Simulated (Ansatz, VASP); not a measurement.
Two plane-wave programs on Cu

File INCAR:

```
SYSTEM = Cu
PREC = Accurate
ENCUT = 520
EDIFF = 1E-6
ISMEAR = -1
SIGMA = 0.05
LREAL = .False.
LASPH = .True.
NELM = 100
ALGO = Normal
ISIF = 2
LWAVE = .False.
LCHARG = .True.
LELF = .True.
LVHAR = .True.
NBANDS = 30
```

Contents of KPOINTS:

```
Automatic mesh
0
Gamma
  12 12 4
  0 0 0
```

Contents of POSCAR:

```
Cu
1.0
    2.4791012850      0.0000000000      0.0000000000
   -1.2395506425      2.1469646914      0.0000000000
    0.0000000000      0.0000000000      8.0931592851
Cu
4
Direct
    0.6666666667      0.3333333333      0.7500000000
    0.0000000000      0.0000000000      0.5000000000
    0.3333333333      0.6666666667      0.2500000000
    0.0000000000      0.0000000000      0.0000000000
```

input.yaml

```yaml
crystal:
  lattice:
    - [2.479101285, 0.0, 0.0]
    - [-1.2395506425, 2.1469646914, 0.0]
    - [0.0, 0.0, 8.0931592851]
  atoms:
    - { symbol: Cu, position: [0.6666666667, 0.3333333333, 0.75] }
    - { symbol: Cu, position: [0.0, 0.0, 0.5] }
    - { symbol: Cu, position: [0.3333333333, 0.6666666667, 0.25] }
    - { symbol: Cu, position: [0.0, 0.0, 0.0] }
hamiltonian:
  xc: lda
  pseudopotentials: { kind: paw }
kpoints:
  mp_grid: { grid: [12, 12, 4] }
scf:
  occupations: { method: fermi_dirac, width: 0.05 }
output:
  forces: true
  stress: true
  eigenvalues: true
```

Alike in both runs: task single point; functional LDA; k mesh 12 × 12 × 4; occupations fermi-dirac, width 0.05 eV; no spin polarisation.

```csv
,VASP,Ansatz
version,VASP 6.6.1,Ansatz 0.2.0
potentials or method,"VASP PAW LDA potentials, release 64 (Cu)",Ansatz PAW
plane-wave cutoff (eV),520,420
valence electrons in the cell,44,76
```

Ansatz gave:

| Property | Result |
| --- | --- |
| gap on the k mesh at the Fermi level (eV) | none |
| pressure (GPa) | 2.3 |
| traceless stress, the component that is largest in VASP (GPa) | -0.34 |

**Question.** What did VASP give for the same quantities?

**Answer.** gap on the k mesh at the Fermi level (eV): none; pressure (GPa): 3.3; traceless stress, the component that is largest in VASP (GPa): -0.39.

LDA's correlation is that of Perdew and Zunger in VASP and of Perdew and Wang (1992) in Ansatz. A gap of «none» marks a metal or a gap that the smearing closes. VASP's potentials hold 44 valence electrons a cell and Ansatz's 76, so a difference there can come from the potentials and not from the codes.
